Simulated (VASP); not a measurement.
A run of VASP 6.6.1 is set up as follows.

Contents of INCAR:

```
SYSTEM = Bi2Se3
PREC = Accurate
ENCUT = 520
EDIFF = 1E-6
ISMEAR = 0
SIGMA = 0.05
LREAL = .False.
LASPH = .True.
NELM = 80
ALGO = Normal
ISIF = 2
LWAVE = .False.
LCHARG = .True.
LDIPOL = .True.
IDIPOL = 3
DIPOL = 0.5 0.5 0.500
GGA = PE
IVDW = 12
LELF = .True.
LVHAR = .True.
LVACPOTAV = .True.
NBANDS = 32
```

Contents of KPOINTS:

```
Automatic mesh
0
Gamma
  9 9 1
  0 0 0
```

The input POSCAR:

```
Bi2Se3
1.0
    4.1429985900      0.0000000000      0.0000000000
   -2.0714993000      3.5879420300      0.0000000000
    0.0000000000      0.0000000000     26.9661818946
Se Bi
3 2
Direct
    0.0000000000      0.0000000000      0.3708348493
    0.6666666700      0.3333333300      0.5000000000
    0.3333333300      0.6666666700      0.6291651507
    0.3333333300      0.6666666700      0.4283556425
    0.0000000000      0.0000000000      0.5716443575
```

Potentials or basis: VASP PAW PBE potentials, release 64 (Se, Bi_d).

The run is started by

```bash
$ cat potpaw_PBE.64/Se/POTCAR potpaw_PBE.64/Bi_d/POTCAR > POTCAR
$ mpirun -np 1 vasp_std > vasp.out
```

Problem. Predict the largest force.

Solution. 0.141 eV/Å.

Problem. Predict the band gap on the k mesh.

Solution. 0.88 eV (least direct gap 1.28 eV).

Forces on the atoms (eV/Å):
```
Se   0.000  0.000 -0.141
Se   0.000  0.000  0.000
Se   0.000  0.000  0.141
Bi   0.000  0.000  0.137
Bi   0.000  0.000 -0.137
```

Caveat: spin-orbit coupling is left out, which moves the levels of the heavy elements.
